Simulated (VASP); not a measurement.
Rb3TaP2: single point with PBE

The system is Rb3TaP2.

```
CELL_PARAMETERS angstrom
5.78491 0.00000 0.00000
-2.89245 5.00988 0.00000
0.00000 0.00000 5.72002
ATOMIC_POSITIONS crystal
Rb 0.50000 0.00000 0.50000
Rb 0.50000 0.50000 0.50000
Rb 0.00000 0.50000 0.50000
Ta 0.00000 0.00000 0.00000
P 0.33333 0.66667 0.00000
P 0.66667 0.33333 0.00000
```

```json
{"Program": "VASP 6.6.1", "Task": "single point", "Functional": "PBE", "Potentials or basis": "VASP PAW PBE potentials, release 64 (Rb_sv, Ta_pv, P)", "Cutoff": "520 eV", "k mesh": "3 × 3 × 4", "Occupations": "gaussian, width 0.1 eV", "Spin": "no spin polarisation"}
```

```
Pressure               : 0.2 GPa
Band gap on the k mesh : zero (band 24 reaches 3.69 eV, above the bottom of band 25 at 3.01 eV)
```

Stress tensor (GPa, compression positive):
```
0.25 0.00 0.00
0.00 0.25 0.00
0.00 0.00 0.10
```

Levels at points of the mesh, in eV from the Fermi level:
```tsv
k point	band 21	band 22	band 23	band 24	band 25	band 26	band 27	band 28
(0.00, 0.00, 0.00)	-1.64	-0.92	-0.23	-0.23	-0.14	-0.14	0.75	1.83
(0.00, 0.00, 0.50)	-0.70	-0.70	-0.63	-0.45	0.02	0.23	0.23	0.89
```

Run time: 61 s on 1 thread of Intel(R) Xeon(R) Platinum 8375C CPU @ 2.90GHz (Ice Lake), with other jobs on the host, peak memory 0.33 GiB.

Caveat: the k points lie up to 0.42 Å⁻¹ apart; spin-orbit coupling is left out, which moves the levels of the heavy elements.
